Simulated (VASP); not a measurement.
Input of a VASP 6.6.1 run:

The input INCAR:

```
SYSTEM = Si
PREC = Accurate
ENCUT = 520
EDIFF = 1E-6
ISMEAR = 0
SIGMA = 0.02
LREAL = .False.
LASPH = .True.
NELM = 100
ALGO = Normal
ISIF = 2
LWAVE = .False.
LCHARG = .False.
GGA = CA
NBANDS = 16
```

Contents of KPOINTS:

```
regular mesh
0
Gamma
  10 10 10
  0 0 0
```

Contents of POSCAR:

```
Si
1.0
    0.0000000000      2.6862358214      4.6892192405
    2.4462521814      0.0000000000      4.6892192405
    2.4462521814      2.6862358214      0.0000000000
Si
4
Direct
    0.2202307000      0.2202307000      0.7797693000
    0.7797693000      0.7797693000      0.2202307000
    0.2726057200      0.7273942800      0.2726057200
    0.7273942800      0.2726057200      0.7273942800
```

Potentials or basis: VASP PAW LDA potentials, release 64 (Si).

Command:

```console
$ cat potpaw_LDA.64/Si/POTCAR > POTCAR
$ mpirun -np 1 vasp_std > vasp.out
```

(1) Predict the pressure.

(2) Estimate the band gap on the k mesh.

(3) Estimate the largest force.

## Answers

(1) -3.9 GPa.

(2) zero (band 8 reaches 10.33 eV, above the bottom of band 9 at 7.01 eV).

(3) 0.031 eV/Å.
